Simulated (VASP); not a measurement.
# Ag in VASP: notebook

The runs below take Ag through single point, with PBEsol.

Everything below comes from runs of VASP 6.6.1. Logs are shortened: lines on timing, memory, paths and dates and some standing lists are left out, and cuts for length are marked.

**1. The cell of the first run**

The cell holds a slab with vacuum, 19 atoms: a = 12.270 Å, b = 5.784 Å, c = 15.892 Å, α = 90.00°, β = 90.00°, γ = 90.00°.

**2. Single point, PBEsol**

INCAR

```
ALGO = Normal
EDIFF = 1E-6
ENCUT = 520
GGA = PS
ISIF = 2
ISMEAR = -1
LASPH = T
LCHARG = T
LELF = T
LREAL = Auto
LVHAR = T
LWAVE = F
NBANDS = 120
NELM = 100
PREC = Accurate
SIGMA = 0.05
```

KPOINTS

```
k-points
0
Gamma
  1 2 1
```

POSCAR

```
Ag
1.0
   12.2700000000      0.0000000000      0.0000000000
    0.0000000000      5.7841330000      0.0000000000
    0.0000000000      0.0000000000     15.8920670000
Ag
19
Direct
    0.0000000000      0.0000000000      0.0629244767
    0.3333333333      0.0000000000      0.0629244767
    0.6666666667      0.0000000000      0.0629244767
    0.0000000000      0.5000057917      0.0629244767
    0.3333333333      0.5000057917      0.0629244767
    0.6666666667      0.5000057917      0.0629244767
    0.1442950285      0.2167135507      0.1480550013
    0.5060554197      0.2354544752      0.1313988923
    0.8392502037      0.2955499121      0.1875023557
    0.1645721271      0.7443120689      0.1329782967
    0.4832844336      0.7373793099      0.1567952111
    0.8367318663      0.7399899000      0.1066695729
    0.0285574572      0.0402307485      0.2753071706
    0.2305378973     -0.0745314812      0.2994764621
    0.6548329258      0.0215762674      0.2399373222
    0.0459413203      0.6014557411      0.2946438622
    0.2458353708      0.4209273888      0.2612498425
    0.6415403423      0.5091687899      0.2538876787
    0.8355990220      0.7241880503      0.2681149029
```

Potentials or basis: VASP PAW PBE potentials, release 64 (Ag).

Command:

```bash
$ cat potpaw_PBE.64/Ag/POTCAR > POTCAR
$ mpirun -np 1 vasp_std > vasp.out
```

OUTCAR:

```text
EDIFF = 1E-6
   ENCUT = 520
   GGA = PS
   ISIF = 2
   ISMEAR = -1
   LASPH = T
   LREAL = Auto
   NELM = 100
   PREC = Accurate

 ion  position               nearest neighbor table
   1  0.000  0.000  0.063-   7 2.56  12 2.60  10 2.74   4 2.89   4 2.89   9 3.28  13 3.40
   2  0.333  0.000  0.063-   8 2.74  10 2.78  11 2.81   5 2.89   5 2.89   7 2.96
   3  0.667  0.000  0.063-   8 2.63  12 2.66  15 2.82   6 2.89   6 2.89  11 3.10   9 3.37
   4  0.000  0.500  0.063-  12 2.53  10 2.70   7 2.77   1 2.89   1 2.89   9 3.03
   5  0.333  0.500  0.063-  11 2.74  10 2.74   8 2.83   2 2.89   2 2.89   7 3.15  17 3.36
   6  0.667  0.500  0.063-  12 2.60   8 2.72   3 2.89   3 2.89  11 3.03  18 3.05   9 3.13
   7  0.144  0.217  0.148-  17 2.49   1 2.56  13 2.67  10 2.75   4 2.77   2 2.96  10 3.07  14 3.12
                             5 3.15  16 3.44
   8  0.506  0.235  0.131-   3 2.63   6 2.72   2 2.74  15 2.80   5 2.83  11 2.92  11 2.94  18 3.01

   9  0.839  0.296  0.188-  19 2.79  12 2.87  15 2.89  18 2.92   4 3.03  13 3.09   6 3.13   1 3.28
                             3 3.37  12 3.46  16 3.53  19 3.54
  10  0.165  0.744  0.133-   4 2.70   1 2.74   5 2.74   7 2.75   2 2.78  17 2.94  14 2.96  16 3.07
                             7 3.07  13 3.29
  11  0.483  0.737  0.157-   5 2.74  18 2.81   2 2.81   8 2.92   8 2.94  15 2.98   6 3.03   3 3.10

  12  0.837  0.740  0.107-   4 2.53  19 2.57   1 2.60   6 2.60   3 2.66   9 2.87   9 3.46  15 3.48
                            18 3.60
  13  0.029  0.040  0.275-  16 2.57  14 2.59   7 2.67  19 2.99   9 3.09  16 3.27  10 3.29   1 3.40
                            17 3.47
  14  0.231  0.925  0.299-  13 2.59  17 2.94  16 2.94  10 2.96  17 2.99   7 3.12
  15  0.655  0.022  0.240-   8 2.80   3 2.82  18 2.83  19 2.84   9 2.89  18 2.98  11 2.98  12 3.48

  16  0.046  0.601  0.295-  13 2.57  19 2.71  17 2.72  14 2.94  10 3.07  13 3.27   7 3.44   9 3.53

  17  0.246  0.421  0.261-   7 2.49  16 2.72  14 2.94  10 2.94  14 2.99   5 3.36  13 3.47
  18  0.642  0.509  0.254-  19 2.70  11 2.81  15 2.83   9 2.92  15 2.98   8 3.01   6 3.05  12 3.60

  19  0.836  0.724  0.268-  12 2.57  18 2.70  16 2.71   9 2.79  15 2.84  13 2.99   9 3.54

  LATTYP: Found a simple orthorhombic cell.
 ALAT       =     5.7841330000
 B/A-ratio  =     2.1213205160
 C/A-ratio  =     2.7475279355

  Lattice vectors:

 A1 = (   0.0000000000,  -5.7841330000,   0.0000000000)
 A2 = (  12.2700000000,   0.0000000000,   0.0000000000)
 A3 = (   0.0000000000,   0.0000000000,  15.8920670000)

Analysis of symmetry for initial positions (statically):
=====================================================================
 Subroutine PRICEL returns:
 Original cell was already a primitive cell.

 Routine SETGRP: Setting up the symmetry group for a
 simple orthorhombic supercell.

 Subroutine GETGRP returns: Found  1 space group operations
 (whereof  1 operations were pure point group operations)
 out of a pool of  8 trial point group operations.
[... 145 lines left out ...]
     AMIX     =   0.40;   BMIX     =  1.00
     AMIX_MAG =   1.60;   BMIX_MAG =  1.00
  volume/ion in A,a.u.               =      59.36       400.60
  Fermi-wavevector in a.u.,A,eV,Ry     =   0.933331  1.763741 11.852136  0.871107
  Thomas-Fermi vector in A             =   2.060022
   LORBIT       =      0    0 simple, 1 ext, 2 COOP (PROOUT), +10 PAW based schemes
   GGA     = PS    functional components
   LHFCALC =     F    Hartree Fock is set to
   AEXX    =    0.0000 exact exchange contribution
   IVDW    =     0    specifies the selected vdW correction
   LEPSILON=     F    determine dielectric tensor
   LRPA    =     F    only Hartree local field effects (RPA)
 non-spin polarized calculation
  energy-cutoff  :      520.00
  volume of cell :     1127.88
 maximum number of plane-waves:     30406
 NGX is ok and might be reduce to    90
   NGX = 45   NGY = 21   NGZ = 59

 number of electron     208.9999987 magnetization

 Free energy of the ion-electron system (eV)
  ---------------------------------------------------
  ext. energy  EPLUGINS =         0.00000000
  ---------------------------------------------------
  free energy    TOTEN  =       -48.70939487 eV

  energy without entropy =      -48.63930460  energy(sigma->0) =      -48.67434974

 E-fermi :  -0.7508     XC(G=0):  -4.7490

 val. band max:       -0.8192068594   @ k =   0.0000   0.5000   0.0000
 cond. band min:      -0.7002781896   @ k =   0.0000   0.0000   0.0000
 fundamental gap:      0.1189286698
 Fermi energy:        -0.7508460420

 k-point     1 :       0.0000    0.0000    0.0000
  band No.  band energies     occupation
      1      -7.1980      2.00000
      2      -6.9753      2.00000
      3      -6.8000      2.00000
      4      -6.6256      2.00000
      5      -6.5783      2.00000
      6      -6.5261      2.00000
[... 108 lines left out ...]
    115       1.5734      0.00000
    116       2.0026      0.00000

 k-point     2 :       0.0000    0.5000    0.0000
  band No.  band energies     occupation
      1      -6.7433      2.00000
      2      -6.4843      2.00000
      3      -6.4651      2.00000
      4      -6.4089      2.00000
      5      -6.3780      2.00000
      6      -6.2606      2.00000
[... 108 lines left out ...]
    115       2.3646      0.00000
    116       2.3976      0.00000
 [bands above 116 left out]

------------------------ aborting loop because EDIFF is reached ----------------------------------------

  FORCE on cell =-STRESS in cart. coord.  units (eV):
  Direction    XX          YY          ZZ          XY          YZ          ZX
  --------------------------------------------------------------------------------------
  -------------------------------------------------------------------------------------
  Total       -0.9723901    -22.5555875      0.4302884      0.1696199      1.7449202      2.3623107
  in kB       -1.3812996    -32.0406639      0.6112333      0.2409484      2.4786941      3.3557097
  external PRESSURE =     -10.9369101 kB  Pullay stress =       0.0000000 kB

 VOLUME and BASIS-vectors are now :
 -----------------------------------------------------------------------------
  energy-cutoff  :      520.00
  volume of cell :     1127.88
      direct lattice vectors                 reciprocal lattice vectors
    12.270000000  0.000000000  0.000000000     0.081499593  0.000000000  0.000000000
     0.000000000  5.784133000  0.000000000     0.000000000  0.172886758  0.000000000
     0.000000000  0.000000000 15.892067000     0.000000000  0.000000000  0.062924477

 POSITION                                       TOTAL-FORCE (eV/Angst)
 -----------------------------------------------------------------------------------
      0.00000      0.00000      1.00000        -0.393231      0.072595     -0.342715
      4.09000      0.00000      1.00000        -0.212609     -0.083760      0.256103
      8.18000      0.00000      1.00000         0.120032     -0.026974     -0.261162
      0.00000      2.89210      1.00000         0.304221     -0.689853     -0.070113
      4.09000      2.89210      1.00000        -0.154248     -0.157279      0.426455
      8.18000      2.89210      1.00000        -0.262204     -0.304824      0.014401
[... 11 lines left out ...]
      7.87170      2.94510      4.03480         0.000946     -0.012864     -0.341825
     10.25280      4.18880      4.26090         0.175469      0.465586      1.021198
 -----------------------------------------------------------------------------------
    total drift:                                0.005203      0.001372     -0.012824

  FREE ENERGIE OF THE ION-ELECTRON SYSTEM (eV)
  ---------------------------------------------------
  free  energy   TOTEN  =       -48.7093948739 eV

  energy  without entropy=      -48.6393045974  energy(sigma->0) =      -48.67434974
```

stdout:

```text
POSCAR found type information on POSCAR Ag
 POSCAR found :  1 types and      19 ions
 scaLAPACK will be used
 -----------------------------------------------------------------------------
|                                                                             |
|                                                                             |
|     You enforced a specific xc type in the INCAR file but a different       |
|     I HOPE YOU KNOW WHAT YOU ARE DOING!                                     |
|                                                                             |
 -----------------------------------------------------------------------------

 LDA part: xc-table for (Slater+PW92), standard interpolation
 POSCAR, INCAR and KPOINTS ok, starting setup
 FFT: planning ... GRIDC
 FFT: planning ... GRID_SOFT
 FFT: planning ... GRID
 WAVECAR not read
 entering main loop
```

Wall time 6.1 min (1 thread of Intel Xeon 6975P-C (Granite Rapids), shared host); peak memory 1 GiB.

Results:

| Quantity | Value |
| --- | --- |
| Free energy | -48.7094 eV |
| Largest force | 1.442 eV/Å |
| Band gap on the k mesh | zero (an odd number of electrons rules out a gap without spin polarisation) |

Forces on the atoms (eV/Å):
```
Ag  -0.393  0.073 -0.343
Ag  -0.213 -0.084  0.256
Ag   0.120 -0.027 -0.261
Ag   0.304 -0.690 -0.070
Ag  -0.154 -0.157  0.426
Ag  -0.262 -0.305  0.014
Ag   0.489  0.235 -0.850
Ag  -0.430  0.400  0.294
Ag   0.038 -0.283 -0.098
Ag   0.283 -0.274  0.377
Ag   0.240  0.106 -0.019
Ag  -0.592  0.466 -0.312
Ag  -1.109  0.896 -0.210
Ag   0.418 -0.325 -0.457
Ag   0.136 -0.324  0.011
Ag   0.123 -0.919 -0.313
Ag   0.826  0.758  0.874
Ag   0.001 -0.013 -0.342
Ag   0.175  0.466  1.021
```

Caveat: the k points lie up to 0.54 Å⁻¹ apart, too coarse for converged energies and pressures of a metal; the PAW data sets were made with another functional, which shifts forces and pressure a little.

**3. Single point, PBEsol**

INCAR

```
SYSTEM = Ag
PREC = Accurate
ENCUT = 520
EDIFF = 1E-6
ISMEAR = -1
SIGMA = 0.05
LREAL = Auto
LASPH = .True.
NELM = 60
ALGO = Normal
ISIF = 2
LWAVE = .False.
LCHARG = .False.
GGA = PS
NBANDS = 120
```

KPOINTS

```
Automatic mesh
0
Gamma
  1 2 1
  0 0 0
```

POSCAR

```
Ag
1.0
   12.2700000000      0.0000000000      0.0000000000
    0.0000000000      5.7841330000      0.0000000000
    0.0000000000      0.0000000000     15.8920670000
Ag
19
Direct
    0.0000000000      0.0000000000      0.0629244767
    0.3333333333      0.0000000000      0.0629244767
    0.6666666667      0.0000000000      0.0629244767
    0.0000000000      0.5000057917      0.0629244767
    0.3333333333      0.5000057917      0.0629244767
    0.6666666667      0.5000057917      0.0629244767
    0.1625183374      0.2508932627      0.1512578571
    0.4596658517      0.2623037887      0.1901703535
    0.8365933170      0.2603155909      0.1385471128
    0.1700570497      0.7981490052      0.1222307960
    0.4988916055      0.7565005853      0.1349226630
    0.8368133659      0.8015548743      0.1578145876
   -0.0081988590      0.0195707810      0.2439204416
    0.2390790546     -0.0548742569      0.2851926058
    0.6507497963     -0.0134505897      0.2285416995
    0.0166666667      0.5504887249      0.2325751584
    0.2667644662      0.4355536085      0.2777045931
    0.6523879381      0.5263018675      0.2644338210
    0.8369763651      0.7458161837      0.3258795725
```

Potentials or basis: VASP PAW PBE potentials, release 64 (Ag).

Command:

```bash
$ cat potpaw_PBE.64/Ag/POTCAR > POTCAR
$ mpirun -np 1 vasp_std > vasp.out
```

Run time: 5.5 min. Hardware: 1 thread of Intel Xeon 6975P-C (Granite Rapids), shared host; peak memory 1 GiB.

Results (log left out):

```yaml
Free_energy: -48.9920 eV
Largest_force: 1.919 eV/Å
Band_gap_on_the_k_mesh: zero (an odd number of electrons rules out a gap without spin polarisation)
```

Forces on the atoms (eV/Å):
```
Ag  -0.459  0.290 -0.274
Ag   0.903  0.664 -0.200
Ag   0.129  0.145 -0.468
Ag   0.100  0.218 -0.109
Ag  -0.020 -0.038  0.364
Ag   0.096  0.061  0.422
Ag   0.055  0.338 -0.325
Ag   0.054  0.075 -0.114
Ag  -0.370  0.629  0.156
Ag  -0.346 -1.712  0.794
Ag  -0.097 -0.327  0.170
Ag  -0.511 -1.195 -0.480
Ag   0.724  0.429  0.271
Ag  -0.260 -0.037 -0.512
Ag   0.099  0.477  0.852
Ag   0.098 -0.135  0.444
Ag   0.066  0.427  0.023
Ag  -0.121 -0.312 -0.640
Ag  -0.141  0.003 -0.373
```

Levels at points of the mesh, in eV from the Fermi level:
```tsv
k point	band 100	band 101	band 102	band 103	band 104	band 105	band 106	band 107	band 108	band 109
(0.00, 0.00, 0.00)	-1.70	-1.14	-0.63	-0.51	0.01	0.19	0.42	0.77	0.84	1.09
(0.00, 0.50, 0.00)	-2.44	-2.33	-1.44	-1.18	-0.49	-0.08	-0.04	0.36	0.76	0.96
```

Caveat: the k points lie up to 0.54 Å⁻¹ apart, too coarse for converged energies and pressures of a metal; the PAW data sets were made with another functional, which shifts forces and pressure a little.
